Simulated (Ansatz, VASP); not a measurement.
**Sc: VASP beside Ansatz**

INCAR

```
SYSTEM = Sc
  ALGO = Normal
  EDIFF = 1E-6
  ENCUT = 520
  GGA = CA
  ISIF = 2
  ISMEAR = -1
  LASPH = .TRUE.
  LCHARG = .FALSE.
  LREAL = .FALSE.
  LWAVE = .FALSE.
  NBANDS = 12
  NELM = 60
  PREC = Accurate
  SIGMA = 0.1
```

File KPOINTS:

```
k-points
0
G
  20 20 20
  0 0 0
```

File POSCAR:

```
Sc
1.0
    0.0000000000      2.2099127986      2.2099127986
    2.2099127986      0.0000000000      2.2099127986
    2.2099127986      2.2099127986      0.0000000000
Sc
1
Direct
    0.0000000000      0.0000000000      0.0000000000
```

Input for Ansatz:

```yaml
crystal:
  lattice:
    - [0.0, 2.2099127986, 2.2099127986]
    - [2.2099127986, 0.0, 2.2099127986]
    - [2.2099127986, 2.2099127986, 0.0]
  atoms:
    - { symbol: Sc, position: [0.0, 0.0, 0.0] }
hamiltonian:
  xc: lda
  pseudopotentials:
    kind: paw
    azcp:
      Sc: "pseudopotentials/Sc.paw.azcp"
basis:
  ecutwfc: 420
  fft_grid_basis: typed
kpoints:
  mp_grid: { grid: [20, 20, 20], shift: [0, 0, 0] }
magnetization:
  spin_polarized: false
scf:
  occupations: { method: fermi_dirac, width: 0.1 }
output:
  stress: true
```

Alike in both runs: task single point; functional LDA; k mesh 20 × 20 × 20; occupations fermi-dirac, width 0.1 eV; no spin polarisation.

|  | VASP | Ansatz |
| --- | --- | --- |
| version | VASP 6.6.1 | Ansatz 0.2.0 |
| potentials or method | VASP PAW LDA potentials, release 64 (Sc_sv), cutoff 520 eV | plane waves (420 eV) with PAW, scalar-relativistic |
| valence electrons in the cell | 11 | 11 |

|  | VASP | Ansatz | Ansatz less VASP |
| --- | --- | --- | --- |
| pressure (GPa) | 2.5 | 2.4 | -0.09 |

Ansatz warns that its potentials were made for another functional, while VASP's fit it. LDA's correlation is that of Perdew and Zunger in VASP and of Perdew and Wang (1992) in Ansatz.
